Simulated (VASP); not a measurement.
# In3P (D03 type) (Fm-3m) in VASP: notebook

Runs on In3P (D03 type). Level: PBE. Tasks: single point, relaxation of cell and atoms.

Program: VASP 6.6.1. These are calculated values, not measurements. Logs are shortened: lines on timing, memory, paths and dates and some standing lists are left out, and cuts for length are marked.

## 1. The cell of the first run

The structure is cubic, space group Fm-3m (No. 225). The conventional cell has a = 7.344 Å, b = 7.344 Å, c = 7.344 Å, α = 90.00°, β = 90.00°, γ = 90.00°. Within 4.2 Å of P (site symmetry m-3m) lie 14 In at 3.18 to 3.67 Å. In (site symmetry m-3m) has 8 In at 3.18 Å and 6 P at 3.67 Å within 4.2 Å. Within 4.2 Å of In (site symmetry -43m) lie 4 P at 3.18 Å and 10 In at 3.18 to 3.67 Å.

## 2. Single point, PBE

INCAR

```
PREC = Accurate
ENCUT = 520
EDIFF = 1E-6
ISMEAR = -1
SIGMA = 0.03
LREAL = F
LASPH = T
NELM = 60
ALGO = Normal
ISIF = 2
LWAVE = F
LCHARG = F
GGA = PE
NBANDS = 30
```

KPOINTS

```
regular mesh
0
Gamma
  10 10 10
```

POSCAR

```
In3P
1.0
    0.0000000000      3.6718924000      3.6718924000
    3.6718924000      0.0000000000      3.6718924000
    3.6718924000      3.6718924000      0.0000000000
P In
1 3
Direct
    0.0000000000      0.0000000000      0.0000000000
    0.5000000000      0.5000000000      0.5000000000
    0.2500000000      0.2500000000      0.2500000000
    0.7500000000      0.7500000000      0.7500000000
```

Potentials or basis: VASP PAW PBE potentials, release 64 (P, In_d).

Run with:

```sh
cat potpaw_PBE.64/P/POTCAR potpaw_PBE.64/In_d/POTCAR > POTCAR
mpirun -np 1 vasp_std > vasp.out
```

OUTCAR:

```text
PREC = Accurate
   ENCUT = 520
   EDIFF = 1E-6
   ISMEAR = -1
   LREAL = F
   LASPH = T
   NELM = 60
   ISIF = 2
   GGA = PE

 ion  position               nearest neighbor table
   1  0.000  0.000  0.000-   4 3.18   4 3.18   4 3.18   3 3.18   4 3.18   3 3.18   3 3.18   3 3.18

   2  0.500  0.500  0.500-   3 3.18   3 3.18   3 3.18   3 3.18   4 3.18   4 3.18   4 3.18   4 3.18

   3  0.250  0.250  0.250-   1 3.18   1 3.18   1 3.18   1 3.18   2 3.18   2 3.18   2 3.18   2 3.18
                             4 3.67   4 3.67   4 3.67   4 3.67   4 3.67   4 3.67
   4  0.750  0.750  0.750-   2 3.18   2 3.18   2 3.18   1 3.18   2 3.18   1 3.18   1 3.18   1 3.18
                             3 3.67   3 3.67   3 3.67   3 3.67   3 3.67   3 3.67

  LATTYP: Found a face centered cubic cell.
 ALAT       =     7.3437848000

  Lattice vectors:

 A1 = (   0.0000000000,   3.6718924000,   3.6718924000)
 A2 = (   3.6718924000,   0.0000000000,   3.6718924000)
 A3 = (   3.6718924000,   3.6718924000,   0.0000000000)

Analysis of symmetry for initial positions (statically):
=====================================================================
 Subroutine PRICEL returns:
 Original cell was already a primitive cell.

 Routine SETGRP: Setting up the symmetry group for a
 face centered cubic supercell.

 Subroutine GETGRP returns: Found 48 space group operations
 (whereof 48 operations were pure point group operations)
 out of a pool of 48 trial point group operations.

The static configuration has the point symmetry O_h .

Analysis of symmetry for dynamics (positions and initial velocities):
=====================================================================
 Subroutine PRICEL returns:
 Original cell was already a primitive cell.

 Routine SETGRP: Setting up the symmetry group for a
 face centered cubic supercell.

 Subroutine GETGRP returns: Found 48 space group operations
 (whereof 48 operations were pure point group operations)
 out of a pool of 48 trial point group operations.

The dynamic configuration has the point symmetry O_h .

 Subroutine INISYM returns: Found 48 space group operations
 (whereof 48 operations are pure point group operations),
 and found     1 'primitive' translations

----------------------------------------------------------------------------------------

                                     Primitive cell

  volume of cell :      99.0147

  direct lattice vectors                    reciprocal lattice vectors
     0.000000000  3.671892400  3.671892400    -0.136169567  0.136169567  0.136169567
     3.671892400  0.000000000  3.671892400     0.136169567 -0.136169567  0.136169567
     3.671892400  3.671892400  0.000000000     0.136169567  0.136169567 -0.136169567

  length of vectors
     5.192840032  5.192840032  5.192840032     0.235852609  0.235852609  0.235852609

  position of ions in fractional coordinates (direct lattice)
     0.000000000  0.000000000  0.000000000
     0.500000000  0.500000000  0.500000000
     0.250000000  0.250000000  0.250000000
     0.750000000  0.750000000  0.750000000

  ion indices of the primitive-cell ions
   primitive index   ion index
                 1           1
                 2           2
                 3           3
                 4           4

----------------------------------------------------------------------------------------

 KPOINTS: regular mesh

Automatic generation of k-mesh.
 Grid dimensions read from file:
 generate k-points for:   10   10   10

 Generating k-lattice:

  Cartesian coordinates                     Fractional coordinates (reciprocal lattice)
    -0.013616957  0.013616957  0.013616957     0.100000000  0.000000000  0.000000000
     0.013616957 -0.013616957  0.013616957     0.000000000  0.100000000  0.000000000
     0.013616957  0.013616957 -0.013616957     0.000000000  0.000000000  0.100000000

  Length of vectors
     0.023585261  0.023585261  0.023585261

  Shift w.r.t. Gamma in fractional coordinates (k-lattice)
     0.000000000  0.000000000  0.000000000

 Subroutine IBZKPT returns following result:
 ===========================================

 Found     47 irreducible k-points:

 Following reciprocal coordinates:
            Coordinates               Weight
  0.000000  0.000000  0.000000      1.000000
  0.100000  0.000000  0.000000      8.000000
  0.200000  0.000000  0.000000      8.000000
  0.300000  0.000000  0.000000      8.000000
  0.400000  0.000000  0.000000      8.000000
  0.500000  0.000000  0.000000      4.000000
[... 16 lines left out ...]
  0.300000  0.300000  0.000000      6.000000
  0.400000  0.300000  0.000000     24.000000
 [... further k-points ...]
   k-points           NKPTS =     47   k-points in BZ     NKDIM =     47   number of bands    NBANDS=     30
   number of dos      NEDOS =    301   number of ions     NIONS =      4
   total plane-waves  NPLWV =  64000
   dimension x,y,z NGX =    40 NGY =   40 NGZ =   40
   dimension x,y,z NGXF=    80 NGYF=   80 NGZF=   80
   ions per type =               1   3
   NGX,Y,Z   is equivalent  to a cutoff of  12.81, 12.81, 12.81 a.u.
   NGXF,Y,Z  is equivalent  to a cutoff of  25.61, 25.61, 25.61 a.u.
 SYSTEM =  unknown system
   PREC   = accura    normal or accurate (medium, high low for compatibility)
   ISTART =      0    job   : 0-new  1-cont  2-samecut
   ICHARG =      2    charge: 1-file 2-atom 10-const
   ISPIN  =      1    spin polarized calculation?
   LNONCOLLINEAR =      F non collinear calculations
   LSORBIT =      F    spin-orbit coupling
   LASPH  =      T    aspherical Exc in radial PAW
   ENCUT  =  520.0 eV  38.22 Ry    6.18 a.u.   9.66  9.66  9.66*2*pi/ulx,y,z
   NELM   =     60;   NELMIN=  2; NELMDL= -5     # of ELM steps
   EDIFF  = 0.1E-05   stopping-criterion for ELM
   LREAL  =      F    real-space projection
   EDIFFG = 0.1E-04   stopping-criterion for IOM
   NSW    =      0    number of steps for IOM
   IBRION =     -1    ionic relax: 0-MD 1-quasi-New 2-CG
   NFREE  =      0    steps in history (QN), initial steepest desc. (CG)
   ISIF   =      2    stress and relaxation
   ISYM   =      2    0-nonsym 1-usesym 2-fastsym
   POTIM  = 0.5000    time-step for ionic-motion
   TEBEG  =    0.0;   TEEND  =   0.0 temperature during run
   PSTRESS=    0.0 pullay stress
   NELECT =      44.0000    total number of electrons
   NUPDOWN=      -1.0000    fix difference up-down
   EMIN   =  10.00;   EMAX   =-10.00  energy-range for DOS
   EFERMI =   0.00;   METHOD = LEGACY
   ISMEAR =    -1;   SIGMA  =   0.03  broadening in eV -4-tet -1-fermi 0-gaus
   EFERMI_NEDOS =   21; number of points for ismear=-14 and -15
   IALGO  =     38    algorithm
   IMIX   =      4    mixing-type and parameters
     AMIX     =   0.40;   BMIX     =  1.00
     AMIX_MAG =   1.60;   BMIX_MAG =  1.00
  volume/ion in A,a.u.               =      24.75       167.05
  Fermi-wavevector in a.u.,A,eV,Ry     =   1.249278  2.360793 21.234554  1.560696
  Thomas-Fermi vector in A             =   2.383326
   LORBIT       =      0    0 simple, 1 ext, 2 COOP (PROOUT), +10 PAW based schemes
   GGA     = PE    functional components
   LHFCALC =     F    Hartree Fock is set to
   AEXX    =    0.0000 exact exchange contribution
   IVDW    =     0    specifies the selected vdW correction
   LEPSILON=     F    determine dielectric tensor
   LRPA    =     F    only Hartree local field effects (RPA)
 non-spin polarized calculation
  energy-cutoff  :      520.00
  volume of cell :       99.01
 maximum number of plane-waves:      2701
   NGX = 19   NGY = 19   NGZ = 19

 number of electron      44.0000020 magnetization

 Free energy of the ion-electron system (eV)
  ---------------------------------------------------
  ext. energy  EPLUGINS =         0.00000000
  ---------------------------------------------------
  free energy    TOTEN  =       -12.11915191 eV

  energy without entropy =      -12.11381079  energy(sigma->0) =      -12.11648135

 E-fermi :   7.0510     XC(G=0): -10.1766

 val. band max:        7.0035496474   @ k =   0.2000   0.0000   0.0000
 cond. band min:       7.0564748219   @ k =  -0.4000   0.1000   0.0000
 fundamental gap:      0.0529251745
 Fermi energy:         7.0509910931

 k-point     1 :       0.0000    0.0000    0.0000
  band No.  band energies     occupation
      1      -7.7238      2.00000
      2      -7.7238      2.00000
      3      -7.7238      2.00000
      4      -7.7172      2.00000
      5      -7.7172      2.00000
      6      -7.4755      2.00000
[... 22 lines left out ...]
     29      12.0426      0.00000
     30      12.0426      0.00000

 k-point     2 :       0.1000    0.0000    0.0000
  band No.  band energies     occupation
      1      -7.7280      2.00000
      2      -7.7280      2.00000
      3      -7.7273      2.00000
      4      -7.7116      2.00000
      5      -7.7116      2.00000
      6      -7.4697      2.00000
[... 22 lines left out ...]
     29      12.3750      0.00000
     30      12.3750      0.00000

 k-point     3 :       0.2000    0.0000    0.0000
  band No.  band energies     occupation
      1      -7.7386      2.00000
      2      -7.7386      2.00000
      3      -7.7333      2.00000
      4      -7.6960      2.00000
      5      -7.6960      2.00000
      6      -7.4544      2.00000
[... 22 lines left out ...]
     29      13.2179      0.00000
     30      13.2179      0.00000

 k-point     4 :       0.3000    0.0000    0.0000
  band No.  band energies     occupation
      1      -7.7508      2.00000
      2      -7.7508      2.00000
      3      -7.7338      2.00000
      4      -7.6749      2.00000
      5      -7.6749      2.00000
      6      -7.4348      2.00000
[... 616 lines left out ...]
     29      12.0619      0.00000
     30      14.2221      0.00000

 k-point    23 :       0.3000    0.3000    0.0000
  band No.  band energies     occupation
      1      -7.7634      2.00000
      2      -7.7634      2.00000
      3      -7.7126      2.00000
      4      -7.6925      2.00000
      5      -7.6555      2.00000
      6      -7.4725      2.00000
[... 22 lines left out ...]
     29      12.7700      0.00000
     30      12.9730      0.00000

 k-point    24 :       0.4000    0.3000    0.0000
  band No.  band energies     occupation
      1      -7.7681      2.00000
      2      -7.7666      2.00000
      3      -7.7158      2.00000
      4      -7.6892      2.00000
      5      -7.6372      2.00000
      6      -7.4572      2.00000
[... 22 lines left out ...]
     29      12.8084      0.00000
     30      13.1254      0.00000

 [... further k-points ...]
[... 5 lines left out ...]
  --------------------------------------------------------------------------------------
  -------------------------------------------------------------------------------------
  Total       -0.0100752     -0.0100752     -0.0100752      0.0000000      0.0000000     -0.0000000
  in kB       -0.1630283     -0.1630283     -0.1630283      0.0000000      0.0000000     -0.0000000
  external PRESSURE =      -0.1630283 kB  Pullay stress =       0.0000000 kB

 VOLUME and BASIS-vectors are now :
 -----------------------------------------------------------------------------
  energy-cutoff  :      520.00
  volume of cell :       99.01
      direct lattice vectors                 reciprocal lattice vectors
     0.000000000  3.671892400  3.671892400    -0.136169567  0.136169567  0.136169567
     3.671892400  0.000000000  3.671892400     0.136169567 -0.136169567  0.136169567
     3.671892400  3.671892400  0.000000000     0.136169567  0.136169567 -0.136169567

 POSITION                                       TOTAL-FORCE (eV/Angst)
 -----------------------------------------------------------------------------------
      0.00000      0.00000      0.00000         0.000000      0.000000      0.000000
      3.67189      3.67189      3.67189         0.000000      0.000000      0.000000
      1.83595      1.83595      1.83595         0.000000     -0.000000      0.000000
      5.50784      5.50784      5.50784        -0.000000     -0.000000     -0.000000
 -----------------------------------------------------------------------------------
    total drift:                               -0.000000     -0.000000      0.000000

  FREE ENERGIE OF THE ION-ELECTRON SYSTEM (eV)
  ---------------------------------------------------
  free  energy   TOTEN  =       -12.1191519141 eV

  energy  without entropy=      -12.1138107876  energy(sigma->0) =      -12.11648135
```

Run time: 4.5 min. Hardware: 1 thread of Intel Xeon 8259CL, shared host; peak memory 0.3 GiB.

What came out:

- Free energy: -12.1192 eV
- Pressure: 0.0 GPa
- Band gap on the k mesh: zero (bands 22 and 23 overlap by 2.20 eV)

Caveat: spin-orbit coupling is left out, which moves the levels of the heavy elements.

## 3. Relaxation of cell and atoms, PBE

This run uses another cell than the first one, of 20.94 Å³/atom.

INCAR

```
SYSTEM = In3P
PREC     = Accurate       ! precision mode
ENCUT    = 600            ! plane-wave cutoff, eV
EDIFF    = 1E-7           ! SCF threshold, eV
ISMEAR   = -1             ! smearing method
SIGMA    = 0.03           ! smearing width, eV
LREAL    = .FALSE.        ! projectors in reciprocal space
LASPH    = .TRUE.         ! aspherical terms in the spheres
NELM     = 60             ! most SCF steps
ALGO     = Normal         ! electronic algorithm
ISIF     = 3              ! what is computed and relaxed
LWAVE    = .FALSE.        ! write WAVECAR
LCHARG   = .FALSE.        ! write CHGCAR
GGA      = PE             ! functional
IBRION   = 2              ! ionic algorithm
NSW      = 100            ! ionic steps
EDIFFG   = -0.005         ! ionic threshold
```

KPOINTS

```
regular mesh
0
G
  10 10 10
  0 0 0
```

POSCAR

```
In3P
1.0
    0.0000000000      3.4729629115      3.4729629115
    3.4729629115      0.0000000000      3.4729629115
    3.4729629115      3.4729629115      0.0000000000
P In
1 3
Direct
    0.0000000000      0.0000000000      0.0000000000
    0.5000000000      0.5000000000      0.5000000000
    0.2500000000      0.2500000000      0.2500000000
    0.7500000000      0.7500000000      0.7500000000
```

Potentials or basis: VASP PAW PBE potentials, release 64 (P, In_d).

Run with:

```sh
cat potpaw_PBE.64/P/POTCAR potpaw_PBE.64/In_d/POTCAR > POTCAR
mpirun -np 1 vasp_std > vasp.out
```

It took 13 min on 1 thread of Intel Xeon 8259CL, shared host; peak memory 0.32 GiB.

Results (log left out):

```
Free energy                           : -12.1150 eV
Relaxed volume                        : 24.75 Å³/atom
Relaxed cell                          : a = 5.193 Å, b = 5.193 Å, c = 5.193 Å, α = 60.00°, β = 60.00°, γ = 60.00°
Space group after relaxing (to 0.1 Å) : Fm-3m (No. 225)
Energy gained by relaxing             : 102.3 meV/atom
Ionic steps                           : 5
Pressure after relaxing               : 0.0 GPa
Band gap on the k mesh                : zero (bands 22 and 23 overlap by 2.20 eV)
```

Step by step:
```csv
step,energy change (eV),largest force (eV/Å),pressure (GPa),volume (Å³)
1,0.0000,0.0000,10.10,83.78
2,-0.4047,0.0000,-0.73,100.83
3,-0.4090,0.0000,0.06,98.85
4,-0.4090,0.0000,-0.07,99.17
5,-0.4090,0.0000,-0.01,99.00
```

Final structure:
```yaml
crystal:
  lattice:
    - [0.00000, 3.67177, 3.67177]
    - [3.67177, 0.00000, 3.67177]
    - [3.67177, 3.67177, 0.00000]
  atoms:
    - { symbol: P, position: [0.00000, 0.00000, 0.00000] }
    - { symbol: In, position: [0.50000, 0.50000, 0.50000] }
    - { symbol: In, position: [0.25000, 0.25000, 0.25000] }
    - { symbol: In, position: [0.75000, 0.75000, 0.75000] }
```

Levels at points of the mesh, in eV from the Fermi level:
```
           k point  band 18  band 19  band 20  band 21  band 22  band 23  band 24  band 25  band 26
(0.00, 0.00, 0.00)    -1.85    -1.76    -1.76    -1.76     0.08     0.08     0.08     0.49     1.09
(0.50, 0.00, 0.00)    -4.66    -2.25    -2.25    -2.25    -0.83    -0.83     0.99     2.69     3.92
(0.50, 0.50, 0.00)    -5.36    -3.82    -3.81    -3.81     1.37     2.03     2.03     3.40     4.64
```

Caveat: the volume moved by over 15 % at a fixed basis, so the end points are rough; spin-orbit coupling is left out, which moves the levels of the heavy elements.

The gap in the log of VASP goes by the Fermi energy; the results here count the filled bands.